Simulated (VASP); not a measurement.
A run of VASP 6.6.1 is set up as follows.

File INCAR:

```
SYSTEM = Cr
ALGO = Normal
EDIFF = 1E-7
EDIFFG = -0.05
ENCUT = 500
GGA = PE
GGA_COMPAT = .False.
IBRION = 2
ISIF = 3
ISMEAR = 0
IVDW = 12
LASPH = .True.
LCHARG = .False.
LREAL = .False.
LWAVE = .False.
NELM = 120
NELMIN = 4
NSW = 100
PREC = Accurate
SIGMA = 0.1
```

File KPOINTS:

```
k-points
0
Gamma
  10 10 10
  0 0 0
```

The input POSCAR:

```
Cr
1.0
   -1.4419500000      1.4419500000      1.4419500000
    1.4419500000     -1.4419500000      1.4419500000
    1.4419500000      1.4419500000     -1.4419500000
Cr
1
Direct
    0.0000000000      0.0000000000      0.0000000000
```

Potentials or basis: VASP PAW PBE potentials, release 64 (Cr_pv).

Run with:

```bash
$ cat potpaw_PBE.64/Cr_pv/POTCAR > POTCAR
$ mpirun -np 1 vasp_std > vasp.out
```

Question: What does it give for the relaxed volume?

Answer: 11.26 Å³/atom.

Question: What does it give for the band gap on the k mesh?

Answer: Zero (band 6 reaches 13.86 eV, above the bottom of band 7 at 10.38 eV).

Question: What does it give for the dispersion energy per atom?

Answer: -0.509 eV.

Question: What does it give for the relaxed cell?

Answer: a = 2.445 Å, b = 2.445 Å, c = 2.445 Å, α = 109.47°, β = 109.47°, γ = 109.47°.

The path:
| step | energy change (eV) | largest force (eV/Å) | pressure (GPa) | volume (Å³) |
| --- | --- | --- | --- | --- |
| 1 | 0.0000 | 0.0000 | -15.76 | 11.99 |
| 2 | 0.0885 | 0.0000 | 38.45 | 10.06 |
| 3 | -0.0394 | 0.0000 | -0.60 | 11.26 |

Caveat: the run has no spin polarisation, though such a crystal can be magnetic; pairwise dispersion overbinds metals, which lowers pressure and volume. Spin polarisation is off, so any magnetic state and its effect on volume and gap are missing.
